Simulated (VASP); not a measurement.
# Ta (C2/m) in VASP: a series of runs

Ta is run at these levels: PBE; tasks: single point.

Everything below comes from runs of VASP 6.6.1. Logs are shortened: lines on timing, memory, paths and dates and some standing lists are left out, and cuts for length are marked.

## (1) The cell of the first run

Symmetry: C2/m, No. 12, monoclinic system. Conventional cell: a = 4.671 Å, b = 3.303 Å, c = 9.373 Å, α = 90.00°, β = 94.76°, γ = 90.00°. Ta (site symmetry m) has 13 Ta at 2.81 to 3.30 Å within 3.7 Å. Within 3.8 Å of Ta (site symmetry m) lie 14 Ta at 2.86 to 3.30 Å.

## (2) Single point, PBE (the part above a cut slid along it)

INCAR reads:

```
SYSTEM = Ta
  ALGO = Fast
  EDIFF = 1E-6
  ENCUT = 520
  GGA = PE
  ISIF = 2
  ISMEAR = 0
  LASPH = .TRUE.
  LCHARG = .TRUE.
  LELF = .TRUE.
  LREAL = .FALSE.
  LVHAR = .TRUE.
  LWAVE = .FALSE.
  NBANDS = 30
  NELM = 100
  PREC = Accurate
  SIGMA = 0.15
```

KPOINTS reads:

```
k-points
0
G
  17 17 5
  0 0 0
```

POSCAR reads:

```
Ta
1.0
   -1.6512800000      1.6512800000     -1.6512800000
   -1.6512800000     -1.6512800000      1.6512800000
    0.0000000000      7.1556567520      6.0545832480
Ta
4
Direct
   -0.1458625000      0.1458625000      0.8750000000
    0.4791625000      0.5208375000      0.1250000000
   -0.0625125000      0.0625125000      0.3750000000
    0.3958125000      0.6041875000      0.6250000000
```

Potentials or basis: VASP PAW PBE potentials, release 64 (Ta_pv).

Started as:

```bash
$ cat potpaw_PBE.64/Ta_pv/POTCAR > POTCAR
$ mpirun -np 1 vasp_std > vasp.out
```

OUTCAR:

```text
SYSTEM = Ta
   EDIFF = 1E-6
   ENCUT = 520
   GGA = PE
   ISIF = 2
   ISMEAR = 0
   LASPH = .TRUE.
   LREAL = .FALSE.
   NELM = 100
   PREC = Accurate

 ion  position               nearest neighbor table
   1  0.854  0.146  0.875-   2 2.81   4 2.86   4 2.86   2 2.96   2 2.96   4 3.30   4 3.30
   2  0.479  0.521  0.125-   1 2.81   3 2.86   3 2.86   1 2.96   1 2.96   3 3.30   3 3.30
   3  0.937  0.063  0.375-   2 2.86   4 2.86   2 2.86   4 2.86   4 3.30   2 3.30   2 3.30   4 3.30

   4  0.396  0.604  0.625-   3 2.86   1 2.86   3 2.86   1 2.86   3 3.30   1 3.30   1 3.30   3 3.30

  LATTYP: Found a base centered monoclinic cell.
 ALAT       =     4.6705251426
 B/A-ratio  =     0.7071067812
 C/A-ratio  =     2.0069351983
 COS(beta)  =    -0.0830619744

  Lattice vectors:

 A1 = (  -1.6512800000,  -1.6512800000,   1.6512800000)
 A2 = (   1.6512800000,  -1.6512800000,   1.6512800000)
 A3 = (   0.0000000000,   7.1556567520,   6.0545832480)

Analysis of symmetry for initial positions (statically):
=====================================================================
 Subroutine PRICEL returns:
 Original cell was already a primitive cell.

 Routine SETGRP: Setting up the symmetry group for a
 base centered monoclinic supercell.

 Subroutine GETGRP returns: Found  4 space group operations
 (whereof  2 operations were pure point group operations)
 out of a pool of  4 trial point group operations.

The static configuration has the point symmetry C_1h.
 The point group associated with its full space group is C_2h.

Analysis of symmetry for dynamics (positions and initial velocities):
=====================================================================
 Subroutine PRICEL returns:
 Original cell was already a primitive cell.

 Routine SETGRP: Setting up the symmetry group for a
 base centered monoclinic supercell.

 Subroutine GETGRP returns: Found  4 space group operations
 (whereof  2 operations were pure point group operations)
 out of a pool of  4 trial point group operations.

The dynamic configuration has the point symmetry C_1h.
 The point group associated with its full space group is C_2h.

 Subroutine INISYM returns: Found  4 space group operations
 (whereof  2 operations are pure point group operations),
 and found     1 'primitive' translations

----------------------------------------------------------------------------------------

                                     Primitive cell

  volume of cell :      72.0414

  direct lattice vectors                    reciprocal lattice vectors
    -1.651280000  1.651280000 -1.651280000    -0.302795407  0.138778705 -0.164016702
    -1.651280000 -1.651280000  1.651280000    -0.302795407 -0.138778705  0.164016702
     0.000000000  7.155656752  6.054583248     0.000000000  0.075698852  0.075698852

  length of vectors
     2.860100858  2.860100858  9.373441303     0.371276267  0.371276267  0.107054343

  position of ions in fractional coordinates (direct lattice)
     0.854137500  0.145862500  0.875000000
     0.479162500  0.520837500  0.125000000
     0.937487500  0.062512500  0.375000000
     0.395812500  0.604187500  0.625000000

  ion indices of the primitive-cell ions
   primitive index   ion index
                 1           1
                 2           2
                 3           3
                 4           4

----------------------------------------------------------------------------------------

 KPOINTS: k-points

Automatic generation of k-mesh.
 Grid dimensions read from file:
 generate k-points for:   17   17    5

 Generating k-lattice:

  Cartesian coordinates                     Fractional coordinates (reciprocal lattice)
    -0.017811495  0.008163453 -0.009648041     0.058823529 -0.000000000  0.000000000
    -0.017811495 -0.008163453  0.009648041    -0.000000000  0.058823529  0.000000000
     0.000000000  0.015139770  0.015139770     0.000000000  0.000000000  0.200000000

  Length of vectors
     0.021839780  0.021839780  0.021410869

  Shift w.r.t. Gamma in fractional coordinates (k-lattice)
     0.000000000  0.000000000  0.000000000

 Subroutine IBZKPT returns following result:
 ===========================================

 Found    387 irreducible k-points:

 Following reciprocal coordinates:
            Coordinates               Weight
  0.000000  0.000000  0.000000      1.000000
  0.058824 -0.000000  0.000000      4.000000
  0.117647  0.000000 -0.000000      4.000000
  0.176471 -0.000000  0.000000      4.000000
  0.235294  0.000000 -0.000000      4.000000
  0.294118 -0.000000 -0.000000      4.000000
[... 16 lines left out ...]
 -0.176471  0.058824 -0.000000      4.000000
 -0.117647  0.058824  0.000000      4.000000
 [... further k-points ...]
   k-points           NKPTS =    387   k-points in BZ     NKDIM =    387   number of bands    NBANDS=     30
   number of dos      NEDOS =    301   number of ions     NIONS =      4
   total plane-waves  NPLWV =  40320
   dimension x,y,z NGX =    24 NGY =   24 NGZ =   70
   dimension x,y,z NGXF=    48 NGYF=   48 NGZF=  140
   ions per type =               4
   NGX,Y,Z   is equivalent  to a cutoff of  13.95, 13.95, 12.42 a.u.
   NGXF,Y,Z  is equivalent  to a cutoff of  27.90, 27.90, 24.83 a.u.
 SYSTEM =  Ta
   PREC   = accura    normal or accurate (medium, high low for compatibility)
   ISTART =      0    job   : 0-new  1-cont  2-samecut
   ICHARG =      2    charge: 1-file 2-atom 10-const
   ISPIN  =      1    spin polarized calculation?
   LNONCOLLINEAR =      F non collinear calculations
   LSORBIT =      F    spin-orbit coupling
   LASPH  =      T    aspherical Exc in radial PAW
   ENCUT  =  520.0 eV  38.22 Ry    6.18 a.u.   5.32  5.32 17.43*2*pi/ulx,y,z
   NELM   =    100;   NELMIN=  2; NELMDL= -5     # of ELM steps
   EDIFF  = 0.1E-05   stopping-criterion for ELM
   LREAL  =      F    real-space projection
   EDIFFG = 0.1E-04   stopping-criterion for IOM
   NSW    =      0    number of steps for IOM
   IBRION =     -1    ionic relax: 0-MD 1-quasi-New 2-CG
   NFREE  =      0    steps in history (QN), initial steepest desc. (CG)
   ISIF   =      2    stress and relaxation
   ISYM   =      2    0-nonsym 1-usesym 2-fastsym
   POTIM  = 0.5000    time-step for ionic-motion
   TEBEG  =    0.0;   TEEND  =   0.0 temperature during run
   PSTRESS=    0.0 pullay stress
   NELECT =      44.0000    total number of electrons
   NUPDOWN=      -1.0000    fix difference up-down
   EMIN   =  10.00;   EMAX   =-10.00  energy-range for DOS
   EFERMI =   0.00;   METHOD = LEGACY
   ISMEAR =     0;   SIGMA  =   0.15  broadening in eV -4-tet -1-fermi 0-gaus
   EFERMI_NEDOS =   21; number of points for ismear=-14 and -15
   IALGO  =     68    algorithm
   IMIX   =      4    mixing-type and parameters
     AMIX     =   0.40;   BMIX     =  1.00
     AMIX_MAG =   1.60;   BMIX_MAG =  1.00
  volume/ion in A,a.u.               =      18.01       121.54
  Fermi-wavevector in a.u.,A,eV,Ry     =   1.388988  2.624806 26.249534  1.929286
  Thomas-Fermi vector in A             =   2.513061
   LORBIT       =      0    0 simple, 1 ext, 2 COOP (PROOUT), +10 PAW based schemes
   GGA     = PE    functional components
   LHFCALC =     F    Hartree Fock is set to
   AEXX    =    0.0000 exact exchange contribution
   IVDW    =     0    specifies the selected vdW correction
   LEPSILON=     F    determine dielectric tensor
   LRPA    =     F    only Hartree local field effects (RPA)
 non-spin polarized calculation
 RMM-DIIS sequential band-by-band and
 Gauss-broadening in eV      SIGMA  =   0.15
  energy-cutoff  :      520.00
  volume of cell :       72.04
 maximum number of plane-waves:      1962
 NGX is ok and might be reduce to    24
   NGX = 11   NGY = 11   NGZ = 35

 number of electron      44.0000008 magnetization

 Free energy of the ion-electron system (eV)
  ---------------------------------------------------
  ext. energy  EPLUGINS =         0.00000000
  ---------------------------------------------------
  free energy    TOTEN  =       -47.00551739 eV

  energy without entropy =      -46.95323912  energy(sigma->0) =      -46.97937825

 E-fermi :   5.5890     XC(G=0): -12.6130

 val. band max:        5.5863061903   @ k =  -0.1765   0.1765   0.2000
 cond. band min:       5.5901399899   @ k =   0.1765   0.2353   0.4000
 fundamental gap:      0.0038337996
 Fermi energy:         5.5889797189

 k-point     1 :       0.0000    0.0000    0.0000
  band No.  band energies     occupation
      1     -28.7801      2.00000
      2     -28.1987      2.00000
      3     -28.1795      2.00000
      4     -27.9252      2.00000
      5     -27.8142      2.00000
      6     -27.7300      2.00000
[... 22 lines left out ...]
     29       9.2683      0.00000
     30       9.2839      0.00000

 k-point     2 :       0.0588   -0.0000    0.0000
  band No.  band energies     occupation
      1     -28.7680      2.00000
      2     -28.2146      2.00000
      3     -28.1824      2.00000
      4     -27.9380      2.00000
      5     -27.8188      2.00000
      6     -27.7346      2.00000
[... 22 lines left out ...]
     29       9.1439      0.00000
     30       9.2339      0.00000

 k-point     3 :       0.1176    0.0000   -0.0000
  band No.  band energies     occupation
      1     -28.7329      2.00000
      2     -28.2532      2.00000
      3     -28.2066      2.00000
      4     -27.9825      2.00000
      5     -27.8351      2.00000
      6     -27.7599      2.00000
[... 22 lines left out ...]
     29       9.0589      0.00000
     30       9.2787      0.00000

 k-point     4 :       0.1765   -0.0000    0.0000
  band No.  band energies     occupation
      1     -28.6779      2.00000
      2     -28.3126      2.00000
      3     -28.2676      2.00000
      4     -28.0662      2.00000
      5     -27.8837      2.00000
      6     -27.8121      2.00000
[... 616 lines left out ...]
     29       8.8144      0.00000
     30       9.4475      0.00000

 k-point    23 :      -0.1765    0.0588   -0.0000
  band No.  band energies     occupation
      1     -28.6963      2.00000
      2     -28.2832      2.00000
      3     -28.2134      2.00000
      4     -28.0509      2.00000
      5     -27.8784      2.00000
      6     -27.8247      2.00000
[... 22 lines left out ...]
     29       8.7100      0.00000
     30       9.1024      0.00000

 k-point    24 :      -0.1176    0.0588    0.0000
  band No.  band energies     occupation
      1     -28.7421      2.00000
      2     -28.2367      2.00000
      3     -28.1642      2.00000
      4     -27.9757      2.00000
      5     -27.8444      2.00000
      6     -27.7733      2.00000
[... 22 lines left out ...]
     29       8.7054      0.00000
     30       8.7506      0.00000

 [... further k-points ...]

------------------------ aborting loop because EDIFF is reached ----------------------------------------

  FORCE on cell =-STRESS in cart. coord.  units (eV):
  Direction    XX          YY          ZZ          XY          YZ          ZX
  --------------------------------------------------------------------------------------
  -------------------------------------------------------------------------------------
  Total        1.8176068      1.1606425      3.2458764      0.0000000     -0.0282744      0.0000000
  in kB       40.4229851     25.8123130     72.1872354      0.0000000     -0.6288136      0.0000000
  external PRESSURE =      46.1408445 kB  Pullay stress =       0.0000000 kB

 VOLUME and BASIS-vectors are now :
 -----------------------------------------------------------------------------
  energy-cutoff  :      520.00
  volume of cell :       72.04
      direct lattice vectors                 reciprocal lattice vectors
    -1.651280000  1.651280000 -1.651280000    -0.302795407  0.138778705 -0.164016702
    -1.651280000 -1.651280000  1.651280000    -0.302795407 -0.138778705  0.164016702
     0.000000000  7.155656752  6.054583248     0.000000000  0.075698852  0.075698852

 POSITION                                       TOTAL-FORCE (eV/Angst)
 -----------------------------------------------------------------------------------
     -1.65128      7.43076      4.12820         0.000000      0.145833     -0.641981
     -1.65128      0.82564      0.82564         0.000000     -0.145833      0.641981
     -1.65128      4.12820      0.82564         0.000000      0.098773      0.060287
     -1.65128      4.12820      4.12820         0.000000     -0.098773     -0.060287
 -----------------------------------------------------------------------------------
    total drift:                               -0.000000     -0.000000      0.000000

  FREE ENERGIE OF THE ION-ELECTRON SYSTEM (eV)
  ---------------------------------------------------
  free  energy   TOTEN  =       -47.0055173898 eV

  energy  without entropy=      -46.9532391182  energy(sigma->0) =      -46.97937825
```

Wall time 15 min (1 thread of Intel Xeon 6975P-C (Granite Rapids), shared host); peak memory 0.65 GiB.

What came out:

```
Free energy            : -47.0055 eV
Pressure               : 4.6 GPa
Largest force          : 0.658 eV/Å
Band gap on the k mesh : zero (bands 22 and 23 overlap by 1.50 eV)
```

Forces on the atoms (eV/Å):
```
Ta   0.000  0.146 -0.642
Ta   0.000 -0.146  0.642
Ta   0.000  0.099  0.060
Ta   0.000 -0.099 -0.060
```

Levels at points of the mesh, in eV from the Fermi level:
| k point | band 19 | band 20 | band 21 | band 22 | band 23 | band 24 | band 25 | band 26 |
| --- | --- | --- | --- | --- | --- | --- | --- | --- |
| (0.00, 0.00, 0.00) | -0.59 | -0.29 | -0.21 | 0.33 | 0.81 | 1.13 | 1.49 | 2.72 |

Caveat: the cell differs from its parent crystal (the part above a cut slid along it); the cell stands under pressure; spin-orbit coupling is left out, which moves the levels of the heavy elements.

## (3) Single point, PBE (the part above a cut slid along it)

INCAR reads:

```
SYSTEM = Ta
ALGO = Fast
EDIFF = 1E-6
ENCUT = 520
GGA = PE
ISIF = 2
ISMEAR = 0
LASPH = .TRUE.
LCHARG = .FALSE.
LREAL = .FALSE.
LWAVE = .FALSE.
NBANDS = 30
NELM = 80
PREC = Accurate
SIGMA = 0.15
```

KPOINTS is that of step 2.

POSCAR reads:

```
Ta
1.0
   -1.6512800000      1.6512800000     -1.6512800000
   -1.6512800000     -1.6512800000      1.6512800000
    0.0000000000      7.7058632480      5.5043767520
Ta
4
Direct
   -0.2916375000      0.2916375000      0.8750000000
    0.4583375000      0.5416625000      0.1250000000
   -0.1249875000      0.1249875000      0.3750000000
    0.2916875000      0.7083125000      0.6250000000
```

Potentials or basis: VASP PAW PBE potentials, release 64 (Ta_pv).

Started as:

```bash
$ cat potpaw_PBE.64/Ta_pv/POTCAR > POTCAR
$ mpirun -np 1 vasp_std > vasp.out
```

Run time: 14 min. Hardware: 1 thread of Intel Xeon 6975P-C (Granite Rapids), shared host; peak memory 0.65 GiB.

Results (log left out):

- Free energy: -46.5221 eV
- Pressure: 5.2 GPa
- Largest force: 1.969 eV/Å
- Band gap on the k mesh: zero (bands 22 and 23 overlap by 1.38 eV)

Forces in eV/Å, atoms in the order of the input:
```
Ta   0.000 -0.371 -1.934
Ta   0.000  0.371  1.934
Ta   0.000  0.101 -0.100
Ta   0.000 -0.101  0.100
```

Stress tensor (GPa, compression positive):
```
 0.23  0.00  0.00
 0.00  3.81  1.00
 0.00  1.00 11.52
```

Levels at points of the mesh, in eV from the Fermi level:
```csv
k point,band 18,band 19,band 20,band 21,band 22,band 23,band 24,band 25,band 26,band 27
"(0.00, 0.00, 0.00)",-1.26,-0.97,-0.31,0.01,0.22,0.40,1.30,1.52,2.03,3.28
```

Caveat: the cell differs from its parent crystal (the part above a cut slid along it); the stress differs along the axes, from 0 to 12 GPa; spin-orbit coupling is left out, which moves the levels of the heavy elements; forces of over 1 eV/Å act on the atoms, so gaps and moduli don't describe the material at rest.
